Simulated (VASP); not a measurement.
# Si (a cell with a defect) in VASP: further runs, part 2 of 2

VASP 6.6.1.

**3. Single point, LDA**

Contents of INCAR:

```
SYSTEM = Si
ALGO = Normal
EDIFF = 1E-6
ENCUT = 520
GGA = CA
ISIF = 2
ISMEAR = 0
LASPH = .TRUE.
LCHARG = .FALSE.
LREAL = Auto
LWAVE = .FALSE.
NBANDS = 83
NELECT = 122.0
NELM = 100
PREC = Accurate
SIGMA = 0.02
```

Contents of KPOINTS:

```
Automatic mesh
0
Gamma
  2 2 2
  0.5 0.5 0.5
```

Contents of POSCAR:

```
Si
1.0
   -5.4019422754     -5.4019422754      5.4019422754
    5.4019422754     -5.4019422754     -5.4019422754
    5.4019422754      5.4019422754      5.4019422754
Si
31
Direct
    0.2499999873      0.7500000543      0.7546534732
    0.0001925233      0.7499999618     -0.0013888523
    0.4998074512      0.4984185989      0.7498074384
    0.2499999873      0.5001924979     -0.0013888523
   -0.0046534188      0.4953465557      0.2453465684
    0.7486111095      0.7499999618      0.2501925106
    0.5046533934      0.7499999618      0.4999999745
   -0.0015813757     -0.0001925233      0.7498074384
    0.7513889066      0.2513888396      0.7515814300
    0.5015813502      0.2513888396      0.0013888523
    0.2499999873      0.2486111349      0.2501925106
    0.0001925233      0.2486111349      0.4999999745
    0.7486111095      0.5001924979      0.4999999745
    0.7513888141      0.0015813757      0.0013888523
    0.4998074512     -0.0001925233      0.2484186116
    0.2499999873      0.0046534188      0.4999999745
   -0.0026981036      0.7499999618      0.7453536700
    0.4953536827      0.4973019635      0.5000000671
    0.2499999873      0.4973018709      0.7453536700
    0.0046462918      0.5046463589      0.0019482807
    0.7499999618      0.7499999618      0.0000000000
    0.4953536827      0.7500000543      0.2473019762
   -0.0026980111     -0.0046462918      0.5000000671
    0.7499999618      0.2499999873      0.4999999745
    0.5026981707      0.2480517991      0.7526981579
    0.2499999873      0.2499999873      0.0000000000
    0.0046462918      0.2519482680      0.2546463716
    0.7519483350      0.5046463589      0.2546463716
    0.7480517736      0.0026981036      0.7526980654
    0.5026980781      0.0026980111     -0.0019482807
    0.2500000798     -0.0046462918      0.2473019762
```

Potentials or basis: VASP PAW LDA potentials, release 64 (Si).

Launch:

```sh
$ cat potpaw_LDA.64/Si/POTCAR > POTCAR
$ mpirun -np 1 vasp_std > vasp.out
```

OUTCAR:

```text
SYSTEM = Si
   EDIFF = 1E-6
   ENCUT = 520
   GGA = CA
   ISIF = 2
   ISMEAR = 0
   LASPH = .TRUE.
   LREAL = Auto
   NELECT = 122.0
   NELM = 100
   PREC = Accurate

 ion  position               nearest neighbor table
   1  0.250  0.750  0.755-  30 2.34  17 2.34  19 2.34
   2  0.000  0.750  0.999-  20 2.32  31 2.32  21 2.35  17 2.36
   3  0.500  0.498  0.750-  18 2.32  19 2.32  21 2.35  25 2.36
   4  0.250  0.500  0.999-  22 2.32  20 2.32  26 2.35  19 2.36
   5  0.995  0.495  0.245-  28 2.34  20 2.34  27 2.34
   6  0.749  0.750  0.250-  28 2.32  23 2.32  21 2.35  22 2.36
   7  0.505  0.750  0.500-  22 2.34  18 2.34  29 2.34
   8  0.998  1.000  0.750-  23 2.32  17 2.32  26 2.35  29 2.36
   9  0.751  0.251  0.752-  29 2.32  25 2.32  24 2.35  20 2.36
  10  0.502  0.251  0.001-  25 2.32  30 2.32  26 2.35  28 2.36
  11  0.250  0.249  0.250-  18 2.32  27 2.32  26 2.35  31 2.36
  12  0.000  0.249  0.500-  27 2.32  19 2.32  24 2.35  23 2.36
  13  0.749  0.500  0.500-  28 2.32  17 2.32  24 2.35  18 2.36
  14  0.751  0.002  0.001-  30 2.32  29 2.32  21 2.35  27 2.36
  15  0.500  1.000  0.248-  31 2.32  22 2.32  24 2.35  30 2.36
  16  0.250  0.005  0.500-  31 2.34  23 2.34  25 2.34
  17  0.997  0.750  0.745-  13 2.32   8 2.32   1 2.34   2 2.36
  18  0.495  0.497  0.500-   3 2.32  11 2.32   7 2.34  13 2.36
  19  0.250  0.497  0.745-   3 2.32  12 2.32   1 2.34   4 2.36
  20  0.005  0.505  0.002-   2 2.32   4 2.32   5 2.34   9 2.36
  21  0.750  0.750  0.000-   6 2.35   3 2.35   2 2.35  14 2.35
  22  0.495  0.750  0.247-  15 2.32   4 2.32   7 2.34   6 2.36
  23  0.997  0.995  0.500-   8 2.32   6 2.32  16 2.34  12 2.36
  24  0.750  0.250  0.500-  15 2.35  13 2.35  12 2.35   9 2.35
  25  0.503  0.248  0.753-  10 2.32   9 2.32  16 2.34   3 2.36
  26  0.250  0.250  0.000-  10 2.35   4 2.35  11 2.35   8 2.35
  27  0.005  0.252  0.255-  12 2.32  11 2.32   5 2.34  14 2.36
  28  0.752  0.505  0.255-  13 2.32   6 2.32   5 2.34  10 2.36
  29  0.748  0.003  0.753-   9 2.32  14 2.32   7 2.34   8 2.36
  30  0.503  0.003  0.998-  14 2.32  10 2.32   1 2.34  15 2.36
  31  0.250  0.995  0.247-  15 2.32   2 2.32  16 2.34  11 2.36

  LATTYP: Found a body centered cubic cell.
 ALAT       =    10.8038845508

  Lattice vectors:

 A1 = (  -5.4019422754,  -5.4019422754,   5.4019422754)
 A2 = (   5.4019422754,  -5.4019422754,  -5.4019422754)
 A3 = (   5.4019422754,   5.4019422754,   5.4019422754)

Analysis of symmetry for initial positions (statically):
=====================================================================
 Subroutine PRICEL returns:
 Original cell was already a primitive cell.

 Routine SETGRP: Setting up the symmetry group for a
 body centered cubic supercell.

 Subroutine GETGRP returns: Found 24 space group operations
 (whereof  4 operations were pure point group operations)
 out of a pool of 48 trial point group operations.

The static configuration has the point symmetry S_4 .
 The point group associated with its full space group is T_d .

Analysis of symmetry for dynamics (positions and initial velocities):
=====================================================================
 Subroutine PRICEL returns:
 Original cell was already a primitive cell.

 Routine SETGRP: Setting up the symmetry group for a
 body centered cubic supercell.

 Subroutine GETGRP returns: Found 24 space group operations
 (whereof  4 operations were pure point group operations)
 out of a pool of 48 trial point group operations.
[... 123 lines left out ...]
   dimension x,y,z NGXF=   140 NGYF=  140 NGZF=  140
   ions per type =              31
   NGX,Y,Z   is equivalent  to a cutoff of  12.44, 12.44, 12.44 a.u.
   NGXF,Y,Z  is equivalent  to a cutoff of  24.88, 24.88, 24.88 a.u.
 SYSTEM =  Si
   PREC   = accura    normal or accurate (medium, high low for compatibility)
   ISTART =      0    job   : 0-new  1-cont  2-samecut
   ICHARG =      2    charge: 1-file 2-atom 10-const
   ISPIN  =      1    spin polarized calculation?
   LNONCOLLINEAR =      F non collinear calculations
   LSORBIT =      F    spin-orbit coupling
   LASPH  =      T    aspherical Exc in radial PAW
   ENCUT  =  520.0 eV  38.22 Ry    6.18 a.u.  17.40 17.40 17.40*2*pi/ulx,y,z
   NELM   =    100;   NELMIN=  2; NELMDL= -5     # of ELM steps
   EDIFF  = 0.1E-05   stopping-criterion for ELM
   LREAL  =      T    real-space projection
   EDIFFG = 0.1E-04   stopping-criterion for IOM
   NSW    =      0    number of steps for IOM
   IBRION =     -1    ionic relax: 0-MD 1-quasi-New 2-CG
   NFREE  =      0    steps in history (QN), initial steepest desc. (CG)
   ISIF   =      2    stress and relaxation
   ISYM   =      2    0-nonsym 1-usesym 2-fastsym
   POTIM  = 0.5000    time-step for ionic-motion
   TEBEG  =    0.0;   TEEND  =   0.0 temperature during run
   PSTRESS=    0.0 pullay stress
   NELECT =     122.0000    total number of electrons
   NUPDOWN=      -1.0000    fix difference up-down
   EMIN   =  10.00;   EMAX   =-10.00  energy-range for DOS
   EFERMI =   0.00;   METHOD = LEGACY
   ISMEAR =     0;   SIGMA  =   0.02  broadening in eV -4-tet -1-fermi 0-gaus
   EFERMI_NEDOS =   21; number of points for ismear=-14 and -15
   IALGO  =     38    algorithm
   IMIX   =      4    mixing-type and parameters
     AMIX     =   0.40;   BMIX     =  1.00
     AMIX_MAG =   1.60;   BMIX_MAG =  1.00
  volume/ion in A,a.u.               =      20.34       137.26
  Fermi-wavevector in a.u.,A,eV,Ry     =   0.946873  1.789330 12.198542  0.896568
  Thomas-Fermi vector in A             =   2.074912
   LORBIT       =      0    0 simple, 1 ext, 2 COOP (PROOUT), +10 PAW based schemes
   GGA     = CA    functional components
   LHFCALC =     F    Hartree Fock is set to
   AEXX    =    0.0000 exact exchange contribution
   IVDW    =     0    specifies the selected vdW correction
   LEPSILON=     F    determine dielectric tensor
   LRPA    =     F    only Hartree local field effects (RPA)
 non-spin polarized calculation
 Gauss-broadening in eV      SIGMA  =   0.02
  energy-cutoff  :      520.00
  volume of cell :      630.54
 maximum number of plane-waves:     17028
 NGX is ok and might be reduce to    70
   NGX = 35   NGY = 35   NGZ = 35

 number of electron     121.9999996 magnetization

 Free energy of the ion-electron system (eV)
  ---------------------------------------------------
  ext. energy  EPLUGINS =         0.00000000
  ---------------------------------------------------
  free energy    TOTEN  =      -192.01171245 eV

  energy without entropy =     -192.01171245  energy(sigma->0) =     -192.01171245

 E-fermi :   4.9588     XC(G=0):  -9.4876

 val. band max:        4.8642277116   @ k =   0.2500   0.2500   0.2500
 cond. band min:       5.5103216625   @ k =  -0.2500   0.2500   0.2500
 fundamental gap:      0.6460939509
 Fermi energy:         4.9587664278

 k-point     1 :       0.2500    0.2500    0.2500
  band No.  band energies     occupation
      1      -5.5975      2.00000
      2      -5.5975      2.00000
      3      -5.5975      2.00000
      4      -5.3326      2.00000
      5      -3.6642      2.00000
      6      -3.6642      2.00000
[... 65 lines left out ...]
     72       7.3174      0.00000
     73       7.3174      0.00000

 k-point     2 :      -0.2500    0.2500    0.2500
  band No.  band energies     occupation
      1      -6.0686      2.00000
      2      -5.0804      2.00000
      3      -5.0804      2.00000
      4      -5.0406      2.00000
      5      -4.8169      2.00000
      6      -4.2374      2.00000
[... 65 lines left out ...]
     72       7.9614      0.00000
     73       7.9614      0.00000
 [bands above 73 left out]

------------------------ aborting loop because EDIFF is reached ----------------------------------------

  FORCE on cell =-STRESS in cart. coord.  units (eV):
  Direction    XX          YY          ZZ          XY          YZ          ZX
  --------------------------------------------------------------------------------------
  -------------------------------------------------------------------------------------
  Total      -22.0450430    -22.0450430    -22.0450430     -0.0000000     -0.0000000      0.0000000
  in kB      -56.0159525    -56.0159525    -56.0159525     -0.0000000     -0.0000000      0.0000000
  external PRESSURE =     -56.0159525 kB  Pullay stress =       0.0000000 kB

 VOLUME and BASIS-vectors are now :
 -----------------------------------------------------------------------------
  energy-cutoff  :      520.00
  volume of cell :      630.54
      direct lattice vectors                 reciprocal lattice vectors
    -5.401942275 -5.401942275  5.401942275     0.000000000 -0.092559301  0.092559301
     5.401942275 -5.401942275 -5.401942275     0.092559301 -0.092559301  0.000000000
     5.401942275  5.401942275  5.401942275     0.092559301  0.000000000  0.092559301

 POSITION                                       TOTAL-FORCE (eV/Angst)
 -----------------------------------------------------------------------------------
      6.77757     -1.32535      1.37562         0.014252      0.014252      0.014252
      9.44486      1.34194      1.34402         0.004345      0.004345     -0.012561
      4.04291     -1.34194      4.05792         0.004345     -0.004345      0.012561
      6.74597      1.34194      4.04291        -0.012561      0.004345      0.004345
     -1.37562     -6.72729      4.02632        -0.014252      0.014252     -0.014252
      1.35903     -6.74389      1.34402        -0.004345     -0.004345     -0.012561
[... 23 lines left out ...]
      2.69045      2.66130      8.09239        -0.008359      0.010720     -0.008359
      5.36227     -5.39142     -2.69045         0.010720      0.008359      0.008359
 -----------------------------------------------------------------------------------
    total drift:                               -0.000350     -0.000106     -0.000038

  FREE ENERGIE OF THE ION-ELECTRON SYSTEM (eV)
  ---------------------------------------------------
  free  energy   TOTEN  =      -192.0117124521 eV

  energy  without entropy=     -192.0117124521  energy(sigma->0) =     -192.01171245
```

It took 91 s on 1 thread of AMD EPYC 9R45 (Zen 5), shared host; peak memory 0.46 GiB.

Results:

```
Free energy   : -192.0117 eV
Largest force : 0.025 eV/Å
```

Forces in eV/Å, atoms in the order of the input:
```
Si   0.014  0.014  0.014
Si   0.004  0.004 -0.013
Si   0.004 -0.004  0.013
Si  -0.013  0.004  0.004
Si  -0.014  0.014 -0.014
Si  -0.004 -0.004 -0.013
Si  -0.014 -0.014  0.014
Si   0.013 -0.004  0.004
Si  -0.004 -0.013 -0.004
Si   0.013  0.004 -0.004
Si  -0.013 -0.004 -0.004
Si   0.004  0.013 -0.004
Si  -0.004  0.013  0.004
Si  -0.004  0.004  0.013
Si   0.004 -0.013  0.004
Si   0.014 -0.014 -0.014
Si  -0.008 -0.008  0.011
Si   0.008 -0.011 -0.008
Si   0.011 -0.008 -0.008
Si   0.008  0.011  0.008
Si   0.000  0.000  0.000
Si   0.008  0.008  0.011
Si  -0.008 -0.011  0.008
Si   0.000  0.000  0.000
Si  -0.008  0.008 -0.011
Si   0.000  0.000  0.000
Si   0.008 -0.008 -0.011
Si  -0.011 -0.008  0.008
Si  -0.011  0.008 -0.008
Si  -0.008  0.011 -0.008
Si   0.011  0.008  0.008
```

Caveat: the cell carries a net charge on a neutralising background, which shifts energy and pressure; the cell is charged against a uniform background, so pressure and absolute levels hang on convention.

**4. Single point, LDA**

INCAR: that of step 3 with these lines changed.

```diff
@@ -13,3 +13,3 @@
 NELECT = 122.0
-NELM = 100
+NELM = 80
 PREC = Accurate
```

KPOINTS is that of step 3.

Contents of POSCAR:

```
Si
1.0
   -5.4019422754     -5.4019422754      5.4019422754
    5.4019422754     -5.4019422754     -5.4019422754
    5.4019422754      5.4019422754      5.4019422754
Si
31
Direct
    0.2499999873      0.7500000543      0.4953465557
    0.0046462918      0.7499999618      0.0026980111
    0.5026979856      0.5046462663      0.7499999618
    0.2499999873      0.5046462663      0.0026980111
   -0.0026980111      0.4973019635      0.2519482680
    0.7500000543      0.7500000543      0.2500000798
    0.5026979856      0.7499999618      0.5046462663
    0.0046462918      0.0026980111      0.7499999618
    0.7500000543      0.2500000798      0.7500000543
    0.4953536827      0.2480517065     -0.0046462918
    0.2500000798      0.2500000798      0.2500000798
   -0.0026980111      0.2519482680      0.4973019635
    0.7519482425      0.4973019635      0.4973019635
    0.7480516810     -0.0046463843     -0.0046463843
    0.4953536827     -0.0046462918      0.2480517065
    0.2499999873      0.0026980111      0.5046462663
   -0.0046535114      0.7499999618      0.7499999618
    0.5015814427      0.5001925904      0.5001925904
    0.2499999873      0.4953465557      0.7500000543
    0.0001925233      0.5001925904      0.0015813757
    0.7513888141      0.7500000543     -0.0001925233
    0.4998074512      0.7500000543      0.2513888396
    0.0001925233      0.0015813757      0.5001925904
    0.7486112020      0.2486112275      0.4984186914
    0.4998074512      0.2513888396      0.7500000543
    0.2500000798      0.2513888396     -0.0001925233
   -0.0015812831      0.2486112275      0.2486112275
    0.7486112020      0.4984186914      0.2486112275
    0.7513888141     -0.0001925233      0.7500000543
    0.5046534859      0.0046534188      0.0046534188
    0.2500000798     -0.0001925233      0.2513888396
```

Launch:

```sh
$ cat potpaw_LDA.64/Si/POTCAR > POTCAR
$ mpirun -np 1 vasp_std > vasp.out
```

Run time: 94 s. Hardware: 1 thread of AMD EPYC 9R45 (Zen 5), shared host; peak memory 0.46 GiB.

The run converged. Its results:

* Free energy: -192.0118 eV
* Largest force: 0.025 eV/Å

Forces on the atoms (eV/Å):
```
Si  -0.014 -0.014 -0.014
Si  -0.009 -0.009 -0.012
Si   0.009  0.012 -0.009
Si  -0.012 -0.009 -0.009
Si   0.009 -0.012  0.009
Si   0.000  0.000  0.000
Si   0.009  0.009 -0.012
Si  -0.009  0.012  0.009
Si   0.000  0.000  0.000
Si  -0.009  0.009  0.012
Si   0.000  0.000  0.000
Si   0.009 -0.009  0.012
Si   0.012 -0.009  0.009
Si   0.012  0.009 -0.009
Si  -0.009 -0.012 -0.009
Si  -0.012  0.009  0.009
Si   0.014  0.014 -0.014
Si  -0.012  0.005 -0.005
Si  -0.014  0.014  0.014
Si  -0.005  0.012 -0.005
Si   0.005  0.005  0.012
Si  -0.005 -0.005  0.012
Si  -0.005  0.005 -0.012
Si   0.005  0.012  0.005
Si  -0.005 -0.012  0.005
Si   0.012  0.005  0.005
Si  -0.012 -0.005  0.005
Si   0.005 -0.005 -0.012
Si   0.005 -0.012 -0.005
Si   0.014 -0.014  0.014
Si   0.012 -0.005 -0.005
```

Levels at points of the mesh, in eV from the Fermi level:
| k point | band 57 | band 58 | band 59 | band 60 | band 61 | band 62 | band 63 | band 64 | band 65 | band 66 |
| --- | --- | --- | --- | --- | --- | --- | --- | --- | --- | --- |
| (0.25, 0.25, 0.25) | -0.16 | -0.16 | -0.14 | -0.14 | -0.14 | 1.04 | 1.04 | 1.04 | 2.08 | 2.08 |

Caveat: the cell carries a net charge on a neutralising background, which shifts energy and pressure; the cell is charged against a uniform background, so pressure and absolute levels hang on convention.
